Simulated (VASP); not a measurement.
# Si8O15 (a cell with a defect) in VASP: a series of runs

The runs below take Si8O15 (a cell with a defect) through single point, with PBE+D3(BJ).

Program: VASP 6.6.1. These are calculated values, not measurements. Logs are shortened: lines on timing, memory, paths and dates and some standing lists are left out, and cuts for length are marked.

## 1. The cell of the first run

The cell holds a defect, 23 atoms: a = 6.758 Å, b = 6.082 Å, c = 6.500 Å, α = 64.87°, β = 54.57°, γ = 60.56°.

## 2. Single point, PBE+D3(BJ)

File INCAR:

```
  ALGO = Normal
  EDIFF = 1E-6
  ENCUT = 520
  GGA = PE
  ISIF = 2
  ISMEAR = 0
  IVDW = 12
  LASPH = T
  LCHARG = F
  LREAL = Auto
  LWAVE = F
  NBANDS = 78
  NELM = 80
  PREC = Accurate
  SIGMA = 0.02
```

File KPOINTS:

```
k-points
0
Gamma
  2 2 2
```

File POSCAR:

```
Si8O15
1.0
    0.0000000000      5.0462000000      4.4946000000
    4.0970000000      0.0000000000      4.4946000000
    4.0970000000      5.0462000000      0.0000000000
Si O
8 15
Direct
    0.2013024898      0.0554711942      0.9552800872
    0.2868642777      0.4694027983      0.0426440652
    0.7982591072      0.9524822268      0.0529947075
    0.2003548986      0.0240232440      0.4751878861
    0.7437280521      0.5234732562      0.4372929142
    0.7965384657      0.9502334383      0.5446723464
    0.3055141460      0.4488931427      0.5408024883
    0.7005020197      0.5507332404      0.9482836012
    0.4011494216      0.5269767743      0.2131433136
    0.2631606695      0.1493919492      0.6227828128
    0.3724374788      0.7074481618      0.5159841058
    0.3875751904      0.1621920859      0.1901559737
    0.0918399491      0.9835594191      0.2901908860
    0.2304525049      0.3548022453      0.8784401272
    0.1314365073      0.7955071585      0.9799282821
    0.8981594246      0.0177823722      0.7183726193
    0.7662392061      0.6628539279      0.1059674048
    0.8624649154      0.2181153364      0.0185514930
    0.9649723759      0.6137338493      0.6441655893
    0.5941005222      0.4810585576      0.7914579178
    0.7251010726      0.8565371154      0.3806906122
    0.6350115838      0.2794546646      0.4800466779
    0.5353473635      0.8888158545      0.8484699643
```

Potentials or basis: VASP PAW PBE potentials, release 64 (Si, O).

Run with:

```
$ cat potpaw_PBE.64/Si/POTCAR potpaw_PBE.64/O/POTCAR > POTCAR
$ mpirun -np 1 vasp_std > vasp.out
```

OUTCAR:

```text
EDIFF = 1E-6
   ENCUT = 520
   GGA = PE
   ISIF = 2
   ISMEAR = 0
   IVDW = 12
   LASPH = T
   LREAL = Auto
   NELM = 80
   PREC = Accurate
 IVDW          = 12

 ion  position               nearest neighbor table
   1  0.201  0.055  0.955-  14 1.75  13 1.77  23 1.77  15 1.78  10 1.82  18 1.85   7 2.73   3 2.75

   2  0.287  0.469  0.043-  12 1.69  15 1.72  20 1.76  14 1.77   9 1.88   8 2.75   4 2.96   5 2.96
                             3 3.15
   3  0.798  0.952  0.053-  17 1.74  18 1.77  21 1.77  16 1.78  15 1.80  12 2.18   5 2.74   1 2.75
                             4 3.10   2 3.15
   4  0.200  0.024  0.475-  12 1.66  11 1.69  16 1.72  10 1.76  13 1.87   6 2.73   2 2.96   7 3.09
                             3 3.10   5 3.14
   5  0.744  0.523  0.437-  22 1.82  21 1.85  20 1.86  17 1.89  11 2.01   3 2.74   7 2.86   2 2.96
                             6 3.13   4 3.14
   6  0.797  0.950  0.545-  13 1.75  22 1.75  21 1.75  23 1.77  19 1.83  16 1.87   8 2.71   4 2.73
                             5 3.13
   7  0.306  0.449  0.541-   9 1.74  11 1.76  10 1.79  22 1.80  19 1.81  14 1.82   1 2.73   5 2.86
                             4 3.09
   8  0.701  0.551  0.948-   9 1.76  18 1.77  17 1.77  19 1.78  20 1.80  23 1.83   6 2.71   2 2.75

   9  0.401  0.527  0.213-   7 1.74   8 1.76   2 1.88
  10  0.263  0.149  0.623-   4 1.76   7 1.79   1 1.82
  11  0.372  0.707  0.516-   4 1.69   7 1.76   5 2.01
  12  0.388  0.162  0.190-   4 1.66   2 1.69   3 2.18
  13  0.092  0.984  0.290-   6 1.75   1 1.77   4 1.87
  14  0.230  0.355  0.878-   1 1.75   2 1.77   7 1.82
  15  0.131  0.796  0.980-   2 1.72   1 1.78   3 1.80
  16  0.898  0.018  0.718-   4 1.72   3 1.78   6 1.87
  17  0.766  0.663  0.106-   3 1.74   8 1.77   5 1.89
  18  0.862  0.218  0.019-   8 1.77   3 1.77   1 1.85
  19  0.965  0.614  0.644-   8 1.78   7 1.81   6 1.83
  20  0.594  0.481  0.791-   2 1.76   8 1.80   5 1.86
  21  0.725  0.857  0.381-   6 1.75   3 1.77   5 1.85
  22  0.635  0.279  0.480-   6 1.75   7 1.80   5 1.82
  23  0.535  0.889  0.848-   6 1.77   1 1.77   8 1.83

  LATTYP: Found a face centered orthorhombic cell.
 ALAT       =     8.1940000000
 B/A-ratio  =     1.0970466195
 C/A-ratio  =     1.2316817183

  Lattice vectors:

 A1 = (   0.0000000000,   5.0462000000,  -4.4946000000)
 A2 = (   4.0970000000,   5.0462000000,   0.0000000000)
 A3 = (   4.0970000000,   0.0000000000,  -4.4946000000)

Analysis of symmetry for initial positions (statically):
=====================================================================
 Subroutine PRICEL returns:
 Original cell was already a primitive cell.

 Routine SETGRP: Setting up the symmetry group for a
 face centered orthorhombic supercell.

 Subroutine GETGRP returns: Found  1 space group operations
 (whereof  1 operations were pure point group operations)
 out of a pool of  8 trial point group operations.

The static configuration has the point symmetry C_1 .

Analysis of symmetry for dynamics (positions and initial velocities):
=====================================================================
 Subroutine PRICEL returns:
 Original cell was already a primitive cell.

 Routine SETGRP: Setting up the symmetry group for a
 face centered orthorhombic supercell.

 Subroutine GETGRP returns: Found  1 space group operations
 (whereof  1 operations were pure point group operations)
 out of a pool of  8 trial point group operations.

The dynamic configuration has the point symmetry C_1 .

 Subroutine INISYM returns: Found  1 space group operations
 (whereof  1 operations are pure point group operations),
 and found     1 'primitive' translations

----------------------------------------------------------------------------------------

                                     Primitive cell

  volume of cell :     185.8453

  direct lattice vectors                    reciprocal lattice vectors
     0.000000000  5.046200000  4.494600000    -0.122040517  0.099084460  0.111244605
     4.097000000  0.000000000  4.494600000     0.122040517 -0.099084460  0.111244605
     4.097000000  5.046200000  0.000000000     0.122040517  0.099084460 -0.111244605

  length of vectors
     6.757630028  6.081680537  6.499964880     0.192579802  0.192579802  0.192579802

  position of ions in fractional coordinates (direct lattice)
     0.201302490  0.055471194  0.955280087
     0.286864278  0.469402798  0.042644065
     0.798259107  0.952482227  0.052994707
     0.200354899  0.024023244  0.475187886
     0.743728052  0.523473256  0.437292914
     0.796538466  0.950233438  0.544672346
[... 15 lines left out ...]
     0.635011584  0.279454665  0.480046678
     0.535347364  0.888815855  0.848469964

  ion indices of the primitive-cell ions
   primitive index   ion index
                 1           1
                 2           2
                 3           3
                 4           4
                 5           5
                 6           6
[... 15 lines left out ...]
                22          22
                23          23

----------------------------------------------------------------------------------------

 KPOINTS: k-points

Automatic generation of k-mesh.
 Grid dimensions read from file:
 generate k-points for:    2    2    2

 Generating k-lattice:

  Cartesian coordinates                     Fractional coordinates (reciprocal lattice)
    -0.061020259  0.049542230  0.055622302     0.500000000  0.000000000  0.000000000
     0.061020259 -0.049542230  0.055622302     0.000000000  0.500000000  0.000000000
     0.061020259  0.049542230 -0.055622302     0.000000000  0.000000000  0.500000000

  Length of vectors
     0.096289901  0.096289901  0.096289901

  Shift w.r.t. Gamma in fractional coordinates (k-lattice)
     0.000000000  0.000000000  0.000000000

 Subroutine IBZKPT returns following result:
 ===========================================

 Found      8 irreducible k-points:

 Following reciprocal coordinates:
            Coordinates               Weight
  0.000000  0.000000  0.000000      1.000000
  0.500000  0.000000  0.000000      1.000000
  0.500000  0.500000  0.500000      1.000000
  0.000000  0.500000  0.000000      1.000000
  0.000000  0.000000  0.500000      1.000000
  0.500000  0.500000  0.000000      1.000000
  0.500000  0.000000  0.500000      1.000000
  0.000000  0.500000  0.500000      1.000000
   k-points           NKPTS =      8   k-points in BZ     NKDIM =      8   number of bands    NBANDS=     78
   number of dos      NEDOS =    301   number of ions     NIONS =     23
   total plane-waves  NPLWV = 115200
   dimension x,y,z NGX =    50 NGY =   48 NGZ =   48
   dimension x,y,z NGXF=   100 NGYF=   96 NGZF=   96
   ions per type =               8  15
   NGX,Y,Z   is equivalent  to a cutoff of  12.30, 13.12, 12.28 a.u.
   NGXF,Y,Z  is equivalent  to a cutoff of  24.60, 26.24, 24.55 a.u.
 SYSTEM =  unknown system
   PREC   = accura    normal or accurate (medium, high low for compatibility)
   ISTART =      0    job   : 0-new  1-cont  2-samecut
   ICHARG =      2    charge: 1-file 2-atom 10-const
   ISPIN  =      1    spin polarized calculation?
   LNONCOLLINEAR =      F non collinear calculations
   LSORBIT =      F    spin-orbit coupling
   LASPH  =      T    aspherical Exc in radial PAW
   ENCUT  =  520.0 eV  38.22 Ry    6.18 a.u.  12.56 11.31 12.09*2*pi/ulx,y,z
   NELM   =     80;   NELMIN=  2; NELMDL= -5     # of ELM steps
   EDIFF  = 0.1E-05   stopping-criterion for ELM
   LREAL  =      T    real-space projection
   EDIFFG = 0.1E-04   stopping-criterion for IOM
   NSW    =      0    number of steps for IOM
   IBRION =     -1    ionic relax: 0-MD 1-quasi-New 2-CG
   NFREE  =      0    steps in history (QN), initial steepest desc. (CG)
   ISIF   =      2    stress and relaxation
   ISYM   =      2    0-nonsym 1-usesym 2-fastsym
   POTIM  = 0.5000    time-step for ionic-motion
   TEBEG  =    0.0;   TEEND  =   0.0 temperature during run
   PSTRESS=    0.0 pullay stress
   NELECT =     122.0000    total number of electrons
   NUPDOWN=      -1.0000    fix difference up-down
   EMIN   =  10.00;   EMAX   =-10.00  energy-range for DOS
   EFERMI =   0.00;   METHOD = LEGACY
   ISMEAR =     0;   SIGMA  =   0.02  broadening in eV -4-tet -1-fermi 0-gaus
   EFERMI_NEDOS =   21; number of points for ismear=-14 and -15
   IALGO  =     38    algorithm
   IMIX   =      4    mixing-type and parameters
     AMIX     =   0.40;   BMIX     =  1.00
     AMIX_MAG =   1.60;   BMIX_MAG =  1.00
  volume/ion in A,a.u.               =       8.08        54.53
  Fermi-wavevector in a.u.,A,eV,Ry     =   1.422801  2.688705 27.543142  2.024364
  Thomas-Fermi vector in A             =   2.543467
   LORBIT       =      0    0 simple, 1 ext, 2 COOP (PROOUT), +10 PAW based schemes
   GGA     = PE    functional components
   LHFCALC =     F    Hartree Fock is set to
   AEXX    =    0.0000 exact exchange contribution
   IVDW    =    12    specifies the selected vdW correction
   LEPSILON=     F    determine dielectric tensor
   LRPA    =     F    only Hartree local field effects (RPA)
 non-spin polarized calculation
 Gauss-broadening in eV      SIGMA  =   0.02
  energy-cutoff  :      520.00
  volume of cell :      185.85
 maximum number of plane-waves:      5022
   NGX = 25   NGY = 23   NGZ = 25

 number of electron     122.0000002 magnetization

 Free energy of the ion-electron system (eV)
  ---------------------------------------------------
  ext. energy  EPLUGINS =         0.00000000
  ---------------------------------------------------
  free energy    TOTEN  =      -171.60679585 eV

  energy without entropy =     -171.60679585  energy(sigma->0) =     -171.60679585

 E-fermi :   9.7202     XC(G=0): -12.1446

 val. band max:        9.6111618301   @ k =   0.0000   0.5000   0.0000
 cond. band min:      12.7725780257   @ k =   0.5000   0.0000   0.5000
 fundamental gap:      3.1614161955
 Fermi energy:         9.7201878315

 k-point     1 :       0.0000    0.0000    0.0000
  band No.  band energies     occupation
      1     -14.3408      2.00000
      2     -12.1509      2.00000
      3     -12.0903      2.00000
      4     -11.9493      2.00000
      5     -11.6844      2.00000
      6     -11.6482      2.00000
[... 65 lines left out ...]
     72      17.4378      0.00000
     73      18.0592      0.00000
[... 530 lines left out ...]
     72      17.7807      0.00000
     73      17.9305      0.00000
 [bands above 73 left out]

------------------------ aborting loop because EDIFF is reached ----------------------------------------

 Edisp (eV)   -5.49204

 E8    (eV) :    -1.9023

  FORCE on cell =-STRESS in cart. coord.  units (eV):
  Direction    XX          YY          ZZ          XY          YZ          ZX
  --------------------------------------------------------------------------------------
  -------------------------------------------------------------------------------------
  Total       1.28372     4.48427     3.25266    -0.11744    -2.65039     1.10305
  in kB      11.06700    38.65898    28.04128    -1.01243   -22.84909     9.50939
  external pressure =       25.92 kB  Pullay stress =        0.00 kB

 VOLUME and BASIS-vectors are now :
 -----------------------------------------------------------------------------
  energy-cutoff  :      520.00
  volume of cell :      185.85
      direct lattice vectors                 reciprocal lattice vectors
     0.000000000  5.046200000  4.494600000    -0.122040517  0.099084460  0.111244605
     4.097000000  0.000000000  4.494600000     0.122040517 -0.099084460  0.111244605
     4.097000000  5.046200000  0.000000000     0.122040517  0.099084460 -0.111244605

 POSITION                                       TOTAL-FORCE (eV/Angst)
 -----------------------------------------------------------------------------------
      4.14105      5.83635      1.15410         0.004744     -0.116090     -0.055674
      2.09786      1.66276      3.39912         0.368334      0.373621     -0.744784
      4.11944      4.29560      7.86888         0.051477     -0.059550     -0.038580
      2.04527      3.40892      1.00849         0.044901     -0.360103      0.236182
      3.93626      5.95967      5.69556        -0.139596      0.312327      0.172685
      6.12463      6.76802      7.85104         0.135536     -0.116923     -0.092559
[... 15 lines left out ...]
      3.11168      5.62681      4.11016         0.141912     -0.026877      0.076539
      7.11766      6.98302      6.40104         0.029828     -0.209110     -0.074750
 -----------------------------------------------------------------------------------
    total drift:                                0.006919     -0.006371      0.008453

  FREE ENERGIE OF THE ION-ELECTRON SYSTEM (eV)
  ---------------------------------------------------
  free  energy   TOTEN  =      -177.0988313451 eV

  energy  without entropy=     -177.0988313451  energy(sigma->0) =     -177.09883135
```

Wall time 3 min (1 thread of Intel Xeon Platinum 8488C (Sapphire Rapids), shared host); peak memory 0.35 GiB.

What came out:

- Free energy: -177.0988 eV
- Pressure: 2.6 GPa
- Largest force: 3.911 eV/Å
- Band gap on the k mesh: 3.16 eV
- Dispersion energy per atom: -0.239 eV

Forces on the atoms (eV/Å):
```
Si   0.005 -0.116 -0.056
Si   0.368  0.374 -0.745
Si   0.051 -0.060 -0.039
Si   0.045 -0.360  0.236
Si  -0.140  0.312  0.173
Si   0.136 -0.117 -0.093
Si   0.327 -0.008  0.115
Si   0.063 -0.216 -0.112
O    0.192 -0.202 -0.270
O    0.181 -0.341  0.074
O    0.170 -0.136 -0.048
O   -3.137  2.011  1.186
O    0.423 -0.083  0.248
O    0.222  0.017 -0.222
O    0.087  0.008  0.003
O    0.204 -0.045 -0.120
O    0.211 -0.257 -0.070
O    0.111 -0.163 -0.174
O    0.134 -0.136 -0.011
O    0.116 -0.138 -0.067
O    0.057 -0.108 -0.010
O    0.142 -0.027  0.077
O    0.030 -0.209 -0.075
```

Levels at points of the mesh, in eV from the valence-band top:
| k point | band 57 | band 58 | band 59 | band 60 | band 61 | band 62 | band 63 | band 64 | band 65 | band 66 |
| --- | --- | --- | --- | --- | --- | --- | --- | --- | --- | --- |
| (0.00, 0.00, 0.00) | -3.01 | -2.63 | -2.44 | -2.24 | -0.71 | 3.37 | 3.72 | 4.63 | 5.52 | 5.72 |
| (0.50, 0.00, 0.00) | -2.78 | -2.62 | -2.57 | -2.42 | -0.08 | 3.19 | 3.93 | 4.73 | 5.53 | 6.03 |
| (0.50, 0.50, 0.50) | -2.76 | -2.70 | -2.55 | -2.45 | -0.25 | 3.58 | 3.93 | 5.13 | 5.33 | 5.83 |
| (0.00, 0.50, 0.00) | -2.78 | -2.59 | -2.52 | -2.42 | 0.00 | 3.31 | 3.80 | 5.34 | 5.52 | 6.09 |
| (0.00, 0.00, 0.50) | -2.93 | -2.67 | -2.62 | -2.38 | -0.28 | 3.26 | 3.99 | 4.75 | 5.55 | 5.69 |
| (0.50, 0.50, 0.00) | -2.79 | -2.63 | -2.55 | -2.46 | -0.27 | 3.54 | 4.21 | 4.89 | 5.81 | 6.19 |
| (0.50, 0.00, 0.50) | -2.90 | -2.75 | -2.47 | -2.34 | -0.02 | 3.16 | 3.86 | 5.21 | 5.36 | 5.46 |
| (0.00, 0.50, 0.50) | -2.79 | -2.53 | -2.47 | -2.41 | -0.07 | 3.34 | 4.14 | 5.09 | 6.10 | 6.11 |

Caveat: the k points lie up to 0.61 Å⁻¹ apart.

## 3. Single point, PBE+D3(BJ)

File INCAR:

```
SYSTEM = Si8O15
PREC = Accurate
ENCUT = 520
EDIFF = 1E-6
ISMEAR = 0
SIGMA = 0.02
LREAL = Auto
LASPH = .TRUE.
NELM = 60
ALGO = Normal
ISIF = 2
LWAVE = .FALSE.
LCHARG = .FALSE.
GGA = PE
IVDW = 12
NBANDS = 78
```

File KPOINTS:

```
Automatic mesh
0
G
  2 2 2
  0 0 0
```

File POSCAR:

```
Si8O15
1.0
    0.0000000000      5.0462000000      4.4946000000
    4.0970000000      0.0000000000      4.4946000000
    4.0970000000      5.0462000000      0.0000000000
Si O
8 15
Direct
    0.2000833910      0.0564751459      0.9581741097
    0.2938822699      0.4820993525      0.0230766299
    0.7953583154      0.9544688105      0.0542336548
    0.1986375842      0.0173992156      0.4846434986
    0.7312620874      0.5293032577      0.4401124123
    0.7969403167      0.9504994999      0.5445324747
    0.3048637649      0.4446060433      0.5390217331
    0.7022406164      0.5505727596      0.9507975113
    0.4064066962      0.5275647362      0.2107503725
    0.2651407678      0.1435512181      0.6270575200
    0.3741185786      0.7057076573      0.5161136754
    0.2928308603      0.2222356640      0.2318746607
    0.0922932871      0.9748312623      0.2898538731
    0.2329626110      0.3572847970      0.8734764917
    0.1286544043      0.7965447235      0.9804855425
    0.8994820732      0.0180422894      0.7158942496
    0.7697772582      0.6591830497      0.1068162181
    0.8649123059      0.2194518200      0.0180758832
    0.9654284569      0.6123210647      0.6453374659
    0.5949999574      0.4809049062      0.7917326335
    0.7237060608      0.8565553641      0.3831361175
    0.6325140794      0.2781981086      0.4811789966
    0.5354497782      0.8889933313      0.8515665906
```

Potentials or basis: VASP PAW PBE potentials, release 64 (Si, O).

Run with:

```
$ cat potpaw_PBE.64/Si/POTCAR potpaw_PBE.64/O/POTCAR > POTCAR
$ mpirun -np 1 vasp_std > vasp.out
```

Run time: 3 min. Hardware: 1 thread of Intel Xeon Platinum 8488C (Sapphire Rapids), shared host; peak memory 0.35 GiB.

The run converged. Its results:

```
Free energy                : -174.5998 eV
Pressure                   : 10.8 GPa
Largest force              : 3.340 eV/Å
Band gap on the k mesh     : 0.46 eV
Dispersion energy per atom : -0.239 eV
```

Forces in eV/Å, atoms in the order of the input:
```
Si   0.094  0.042  0.110
Si   0.378 -0.079 -0.367
Si  -0.487  0.661  0.247
Si   0.344 -0.039 -0.323
Si  -0.505  0.729  0.258
Si   0.050 -0.286 -0.089
Si   0.096 -0.011  0.118
Si   0.033 -0.237 -0.071
O    0.240 -0.106 -0.061
O    0.182 -0.129 -0.127
O    0.094 -0.072  0.082
O   -2.662  1.789  0.934
O    0.238 -0.080 -0.031
O    0.195 -0.111 -0.103
O    0.118 -0.093  0.082
O    0.344  0.002 -0.316
O    0.301 -0.673  0.201
O    0.057 -0.186 -0.228
O    0.089 -0.142  0.001
O    0.324  0.007 -0.271
O    0.322 -0.651  0.213
O    0.061 -0.186 -0.240
O    0.093 -0.147 -0.018
```

Stress tensor (GPa, compression positive):
```
 7.36 -0.20 -0.62
-0.20 11.17 -2.26
-0.62 -2.26 13.78
```

Levels at points of the mesh, in eV from the valence-band top:
```tsv
k point	band 57	band 58	band 59	band 60	band 61	band 62	band 63	band 64	band 65	band 66
(0.00, 0.00, 0.00)	-4.41	-4.17	-3.82	-3.34	-1.07	0.90	2.85	3.55	4.36	4.82
(0.50, 0.00, 0.00)	-4.23	-4.07	-3.98	-3.45	-0.16	0.46	2.98	4.07	4.34	4.76
(0.50, 0.50, 0.50)	-4.24	-4.19	-3.95	-3.74	-0.54	1.16	3.14	3.82	4.02	5.19
(0.00, 0.50, 0.00)	-4.21	-4.05	-3.92	-3.71	-0.02	0.67	3.19	3.98	4.32	4.72
(0.00, 0.00, 0.50)	-4.40	-4.14	-4.01	-3.47	-0.53	0.95	3.03	3.84	4.27	4.44
(0.50, 0.50, 0.00)	-4.27	-4.24	-3.91	-3.76	-0.49	1.09	3.14	4.33	4.48	4.75
(0.50, 0.00, 0.50)	-4.33	-4.25	-3.82	-3.49	-0.11	0.54	3.45	3.84	4.11	4.25
(0.00, 0.50, 0.50)	-4.31	-3.93	-3.85	-3.66	0.00	0.74	3.25	4.29	4.67	4.83
```

Caveat: the k points lie up to 0.61 Å⁻¹ apart.
